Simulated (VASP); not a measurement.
ZnSe (Stilleite): G0W0 quasiparticle levels with PBE

Crystal: ZnSe (Stilleite).

```
Zn Se
1.0
     0.00000    2.83242    2.83242
     2.83242    0.00000    2.83242
     2.83242    2.83242    0.00000
Zn Se
1 1
Direct
  0.00000 0.00000 0.00000
  0.25000 0.25000 0.25000
```

```yaml
Program: VASP 6.6.1
Task: G0W0 quasiparticle levels
Functional: PBE
Potentials_or_basis: VASP PAW PBE potentials, release 64 (Zn_GW, Se_GW)
Cutoff: 500 eV
k_mesh: 6 × 6 × 6
Occupations: gaussian, width 0.01 eV
Spin: no spin polarisation
Dipole_correction: no
GW_scheme: G0W0
GW_iterations: 1
Cutoff_of_the_response_function: 180
Frequency_points: 48
Empty_bands: 249
Further_INCAR_settings: ALGO = EVGW0; EDIFF = 1e-08; NBANDS = 258
```

The band gap on the k mesh, mean-field level is 1.28 eV, direct. The quasiparticle gap is 2.45 eV and the least direct quasiparticle gap is 2.45 eV.

Levels at points of the mesh, in eV from the valence-band top:
```csv
k point,band 7,band 8,band 9,band 10,band 11,band 12
"(0.00, 0.00, 0.00)",0.00,0.00,0.00,1.28,5.80,5.80
"(0.50, 0.00, 0.00)",-5.24,-0.87,-0.87,2.54,6.38,6.38
"(0.50, 0.50, 0.00)",-4.76,-2.19,-2.19,2.98,3.46,10.74
```

It took 40 min on 1 thread of Intel(R) Xeon(R) Platinum 8488C (Sapphire Rapids) (shared host), peak memory 1.5 GiB.

Caveat: bands, screening cutoff and mesh are small and nothing is extrapolated, so the quasiparticle values aren't converged.
